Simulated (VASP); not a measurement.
# Mg2C (Fm-3m) in VASP: further runs

Mg2C is run at these levels: PBE-based screened hybrid with 50 % exact exchange, PBE-based global hybrid with 40 % exact exchange; tasks: single point.

Everything below comes from runs of VASP 6.6.1. Logs are shortened: lines on timing, memory, paths and dates and some standing lists are left out, and cuts for length are marked.

**1. The cell of the first run**

The structure is cubic, space group Fm-3m (No. 225). Conventional cell: a = 5.422 Å, b = 5.422 Å, c = 5.422 Å, α = 90.00°, β = 90.00°, γ = 90.00°. Within 3.1 Å of C (site symmetry m-3m) lie 8 Mg at 2.35 Å. Within 3.1 Å of Mg (site symmetry -43m) lie 4 C at 2.35 Å and 6 Mg at 2.71 Å.

**2. Single point, PBE-based screened hybrid with 50 % exact exchange**

File POSCAR:

```
Mg2C
1.0
    0.0000000000      2.7109426181      2.7109426181
    2.7109426181      0.0000000000      2.7109426181
    2.7109426181      2.7109426181      0.0000000000
C Mg
1 2
Direct
    0.0000000000      0.0000000000      0.0000000000
    0.2500000000      0.2500000000      0.2500000000
    0.7500000000      0.7500000000      0.7500000000
```

File INCAR.step1:

```
SYSTEM = Mg2C
ALGO = Normal ; EDIFF = 1E-5
ENCUT = 520 ; GGA = PE
ISIF = 2 ; ISMEAR = 0
LASPH = .TRUE. ; LCHARG = .FALSE.
LREAL = .FALSE. ; LWAVE = .TRUE.
NBANDS = 11 ; NELM = 60
PREC = Accurate ; SIGMA = 0.01
```

File INCAR.step2:

```
SYSTEM = Mg2C
AEXX = 0.5 ; ALGO = Normal
EDIFF = 1E-6 ; ENCUT = 520
GGA = PE ; HFSCREEN = 0.1
ISIF = 2 ; ISMEAR = 0
ISTART = 1 ; LASPH = .TRUE.
LCHARG = .FALSE. ; LHFCALC = .TRUE.
LREAL = .FALSE. ; LWAVE = .FALSE.
NBANDS = 11 ; NELM = 60
PREC = Accurate ; PRECFOCK = Normal
SIGMA = 0.01
```

File KPOINTS:

```
k-points
0
G
  4 4 4
  0 0 0
```

Potentials or basis: VASP PAW PBE potentials, release 64 (C, Mg).

Launch:

```console
> cat potpaw_PBE.64/C/POTCAR potpaw_PBE.64/Mg/POTCAR > POTCAR
> cp INCAR.step1 INCAR
> mpirun -np 1 vasp_std > vasp.out
> cp INCAR.step2 INCAR
> mpirun -np 1 vasp_std > vasp.out
```

OUTCAR:

```text
SYSTEM = Mg2C
   AEXX = 0.5
   EDIFF = 1E-6
   ENCUT = 520
   GGA = PE
   HFSCREEN = 0.1
   ISIF = 2
   ISMEAR = 0
   ISTART = 1
   LASPH = .TRUE.
   LHFCALC = .TRUE.
   LREAL = .FALSE.
   NELM = 60
   PREC = Accurate
   PRECFOCK = Normal

 ion  position               nearest neighbor table
   1  0.000  0.000  0.000-   3 2.35   3 2.35   3 2.35   2 2.35   3 2.35   2 2.35   2 2.35   2 2.35

   2  0.250  0.250  0.250-   1 2.35   1 2.35   1 2.35   1 2.35   3 2.71   3 2.71   3 2.71   3 2.71
                             3 2.71   3 2.71
   3  0.750  0.750  0.750-   1 2.35   1 2.35   1 2.35   1 2.35   2 2.71   2 2.71   2 2.71   2 2.71
                             2 2.71   2 2.71

  LATTYP: Found a face centered cubic cell.
 ALAT       =     5.4218852362

  Lattice vectors:

 A1 = (   0.0000000000,   2.7109426181,   2.7109426181)
 A2 = (   2.7109426181,   0.0000000000,   2.7109426181)
 A3 = (   2.7109426181,   2.7109426181,   0.0000000000)

Analysis of symmetry for initial positions (statically):
=====================================================================
 Subroutine PRICEL returns:
 Original cell was already a primitive cell.

 Routine SETGRP: Setting up the symmetry group for a
 face centered cubic supercell.

 Subroutine GETGRP returns: Found 48 space group operations
 (whereof 48 operations were pure point group operations)
 out of a pool of 48 trial point group operations.

The static configuration has the point symmetry O_h .

Analysis of symmetry for dynamics (positions and initial velocities):
=====================================================================
 Subroutine PRICEL returns:
 Original cell was already a primitive cell.

 Routine SETGRP: Setting up the symmetry group for a
 face centered cubic supercell.

 Subroutine GETGRP returns: Found 48 space group operations
 (whereof 48 operations were pure point group operations)
 out of a pool of 48 trial point group operations.

The dynamic configuration has the point symmetry O_h .

 Subroutine INISYM returns: Found 48 space group operations
 (whereof 48 operations are pure point group operations),
 and found     1 'primitive' translations

----------------------------------------------------------------------------------------

                                     Primitive cell

  volume of cell :      39.8466

  direct lattice vectors                    reciprocal lattice vectors
     0.000000000  2.710942618  2.710942618    -0.184437692  0.184437692  0.184437692
     2.710942618  0.000000000  2.710942618     0.184437692 -0.184437692  0.184437692
     2.710942618  2.710942618  0.000000000     0.184437692  0.184437692 -0.184437692

  length of vectors
     3.833851817  3.833851817  3.833851817     0.319455454  0.319455454  0.319455454

  position of ions in fractional coordinates (direct lattice)
     0.000000000  0.000000000  0.000000000
     0.250000000  0.250000000  0.250000000
     0.750000000  0.750000000  0.750000000

  ion indices of the primitive-cell ions
   primitive index   ion index
                 1           1
                 2           2
                 3           3

----------------------------------------------------------------------------------------

 KPOINTS: k-points

Automatic generation of k-mesh.
 Grid dimensions read from file:
 generate k-points for:    4    4    4

 Generating k-lattice:

  Cartesian coordinates                     Fractional coordinates (reciprocal lattice)
    -0.046109423  0.046109423  0.046109423     0.250000000  0.000000000  0.000000000
     0.046109423 -0.046109423  0.046109423     0.000000000  0.250000000  0.000000000
     0.046109423  0.046109423 -0.046109423     0.000000000  0.000000000  0.250000000

  Length of vectors
     0.079863863  0.079863863  0.079863863

  Shift w.r.t. Gamma in fractional coordinates (k-lattice)
     0.000000000  0.000000000  0.000000000

 Subroutine IBZKPT returns following result:
 ===========================================

 Found      8 irreducible k-points:

 Following reciprocal coordinates:
            Coordinates               Weight
  0.000000  0.000000  0.000000      1.000000
  0.250000  0.000000  0.000000      8.000000
  0.500000  0.000000  0.000000      4.000000
  0.250000  0.250000  0.000000      6.000000
  0.500000  0.250000  0.000000     24.000000
 -0.250000  0.250000  0.000000     12.000000
  0.500000  0.500000  0.000000      3.000000
 -0.250000  0.500000  0.250000      6.000000
   k-points           NKPTS =      8   k-points in BZ     NKDIM =     64   number of bands    NBANDS=     11
   number of dos      NEDOS =    301   number of ions     NIONS =      3
   total plane-waves  NPLWV =  27000
   dimension x,y,z NGX =    30 NGY =   30 NGZ =   30
   dimension x,y,z NGXF=    60 NGYF=   60 NGZF=   60
   ions per type =               1   2
   NGX,Y,Z   is equivalent  to a cutoff of  13.01, 13.01, 13.01 a.u.
   NGXF,Y,Z  is equivalent  to a cutoff of  26.02, 26.02, 26.02 a.u.
 SYSTEM =  Mg2C
   PREC   = accura    normal or accurate (medium, high low for compatibility)
   ISTART =      1    job   : 0-new  1-cont  2-samecut
   ICHARG =      0    charge: 1-file 2-atom 10-const
   ISPIN  =      1    spin polarized calculation?
   LNONCOLLINEAR =      F non collinear calculations
   LSORBIT =      F    spin-orbit coupling
   LASPH  =      T    aspherical Exc in radial PAW
   ENCUT  =  520.0 eV  38.22 Ry    6.18 a.u.   7.13  7.13  7.13*2*pi/ulx,y,z
   NELM   =     60;   NELMIN=  2; NELMDL=  0     # of ELM steps
   EDIFF  = 0.1E-05   stopping-criterion for ELM
   LREAL  =      F    real-space projection
   EDIFFG = 0.1E-04   stopping-criterion for IOM
   NSW    =      0    number of steps for IOM
   IBRION =     -1    ionic relax: 0-MD 1-quasi-New 2-CG
   NFREE  =      0    steps in history (QN), initial steepest desc. (CG)
   ISIF   =      2    stress and relaxation
   ISYM   =      3    0-nonsym 1-usesym 2-fastsym
   POTIM  = 0.5000    time-step for ionic-motion
   TEBEG  =    0.0;   TEEND  =   0.0 temperature during run
   PSTRESS=    0.0 pullay stress
   NELECT =       8.0000    total number of electrons
   NUPDOWN=      -1.0000    fix difference up-down
   EMIN   =  10.00;   EMAX   =-10.00  energy-range for DOS
   EFERMI =   0.00;   METHOD = LEGACY
   ISMEAR =     0;   SIGMA  =   0.01  broadening in eV -4-tet -1-fermi 0-gaus
   EFERMI_NEDOS =   21; number of points for ismear=-14 and -15
   IALGO  =     38    algorithm
   IMIX   =      1    mixing-type and parameters
     AMIX     =   0.40;   BMIX     =  1.00
     AMIX_MAG =   1.60;   BMIX_MAG =  1.00
  volume/ion in A,a.u.               =      13.28        89.63
  Fermi-wavevector in a.u.,A,eV,Ry     =   0.958608  1.811507 12.502799  0.918930
  Thomas-Fermi vector in A             =   2.087731
   LORBIT       =      0    0 simple, 1 ext, 2 COOP (PROOUT), +10 PAW based schemes
   GGA     = PE    functional components
   LHFCALC =     T    Hartree Fock is set to
   PRECFOCK=normal    Normal, Fast or Accurate (Low or Medium for compatibility)
   ENCUT4O =  -1.0   cutoff for four orbital integrals eV
   NKREDX  =     1    reduce k-point grid by
   NKREDY  =     1    reduce k-point grid by
   NKREDZ  =     1    reduce k-point grid by
   AEXX    =    0.5000 exact exchange contribution
   HFSCREEN=    0.1000 screening length (either q_TF or 0.3 A-1)
   HFSCREENC=   0.1000 screening length for correlation (either q_TF or 0.3 A-1)
   ENCUTFOCK=  -1.0 apply spherical cutoff to Coloumb kernel
   IVDW    =     0    specifies the selected vdW correction
   LEPSILON=     F    determine dielectric tensor
   LRPA    =     F    only Hartree local field effects (RPA)
 non-spin polarized calculation
 Gauss-broadening in eV      SIGMA  =   0.01
  energy-cutoff  :      520.00
  volume of cell :       39.85
 maximum number of plane-waves:      1090
 NGX is ok and might be reduce to    30
  NGX = 24; NGY = 24; NGZ = 24

 number of electron       8.0000000 magnetization

 Free energy of the ion-electron system (eV)
  ---------------------------------------------------
  ext. energy  EPLUGINS =         0.00000000
  ---------------------------------------------------
  free energy    TOTEN  =       -15.12532073 eV

  energy without entropy =      -15.12532073  energy(sigma->0) =      -15.12532073

 E-fermi :   2.4056     XC(G=0):  -6.1464

 val. band max:        2.2974120946   @ k =   0.0000   0.0000   0.0000
 cond. band min:       5.0861800320   @ k =   0.5000   0.5000   0.0000
 fundamental gap:      2.7887679374
 Fermi energy:         2.4055864741

 k-point     1 :       0.0000    0.0000    0.0000
  band No.  band energies     occupation
      1     -10.9802      2.00000
      2       2.2974      2.00000
      3       2.2974      2.00000
      4       2.2974      2.00000
      5       6.2126      0.00000
      6      11.7376      0.00000
      7      11.7376      0.00000
      8      11.7376      0.00000
      9      15.0799      0.00000
     10      15.0799      0.00000
     11      16.2270      0.00000

 k-point     2 :       0.2500    0.0000    0.0000
  band No.  band energies     occupation
      1     -10.2451      2.00000
      2      -0.9896      2.00000
      3       2.0181      2.00000
      4       2.0181      2.00000
      5       8.1057      0.00000
      6      11.5843      0.00000
      7      11.5843      0.00000
      8      11.5972      0.00000
      9      14.2036      0.00000
     10      14.2036      0.00000
     11      15.5872      0.00000

 k-point     3 :       0.5000    0.0000    0.0000
  band No.  band energies     occupation
      1      -9.1762      2.00000
      2      -3.4541      2.00000
      3       1.7757      2.00000
      4       1.7757      2.00000
      5       8.4292      0.00000
      6      10.6043      0.00000
      7      10.6043      0.00000
      8      11.2551      0.00000
      9      17.3375      0.00000
     10      17.4501      0.00000
     11      17.4501      0.00000
[... 43 lines left out ...]
 k-point     7 :       0.5000    0.5000    0.0000
  band No.  band energies     occupation
      1      -8.6029      2.00000
      2      -2.5798      2.00000
      3       0.3994      2.00000
      4       0.3994      2.00000
      5       5.0862      0.00000
      6       9.0579      0.00000
      7      15.2341      0.00000
      8      15.2869      0.00000
      9      15.2869      0.00000
     10      19.1988      0.00000
     11      19.7797      0.00000

 k-point     8 :      -0.2500    0.5000    0.2500
  band No.  band energies     occupation
      1      -8.5513      2.00000
      2      -1.3788      2.00000
      3      -1.3788      2.00000
      4      -0.5314      2.00000
      5       7.8969      0.00000
      6      11.4481      0.00000
      7      12.4286      0.00000
      8      12.4286      0.00000
      9      16.2282      0.00000
     10      16.2282      0.00000
     11      21.1521      0.00000

------------------------ aborting loop because EDIFF is reached ----------------------------------------

  FORCE on cell =-STRESS in cart. coord.  units (eV):
  Direction    XX          YY          ZZ          XY          YZ          ZX
  --------------------------------------------------------------------------------------
  -------------------------------------------------------------------------------------
  Total       -0.8582733     -0.8582733     -0.8582733     -0.0000000     -0.0000000     -0.0000000
  in kB      -34.5100222    -34.5100222    -34.5100222     -0.0000000     -0.0000000     -0.0000000
  external PRESSURE =     -34.5100222 kB  Pullay stress =       0.0000000 kB

 VOLUME and BASIS-vectors are now :
 -----------------------------------------------------------------------------
  energy-cutoff  :      520.00
  volume of cell :       39.85
      direct lattice vectors                 reciprocal lattice vectors
     0.000000000  2.710942618  2.710942618    -0.184437692  0.184437692  0.184437692
     2.710942618  0.000000000  2.710942618     0.184437692 -0.184437692  0.184437692
     2.710942618  2.710942618  0.000000000     0.184437692  0.184437692 -0.184437692

 POSITION                                       TOTAL-FORCE (eV/Angst)
 -----------------------------------------------------------------------------------
      0.00000      0.00000      0.00000         0.000000      0.000000      0.000000
      1.35547      1.35547      1.35547         0.000000     -0.000000     -0.000000
      4.06641      4.06641      4.06641        -0.000000     -0.000000      0.000000
 -----------------------------------------------------------------------------------
    total drift:                               -0.000017     -0.000024     -0.000024

  FREE ENERGIE OF THE ION-ELECTRON SYSTEM (eV)
  ---------------------------------------------------
  free  energy   TOTEN  =       -15.1253207261 eV

  energy  without entropy=      -15.1253207261  energy(sigma->0) =      -15.12532073
```

It took 83 s on 1 thread of Intel Xeon 6975P-C (Granite Rapids), shared host; peak memory 0.26 GiB.

What came out:

* Free energy: -15.1253 eV
* Pressure: -3.5 GPa
* Band gap on the k mesh: 2.79 eV (least direct gap 3.92 eV)

Caveat: the k points lie up to 0.50 Å⁻¹ apart; the PAW data sets were made with another functional, which shifts forces and pressure a little. A k mesh can miss the band edges.

[end of part 1 of 2]
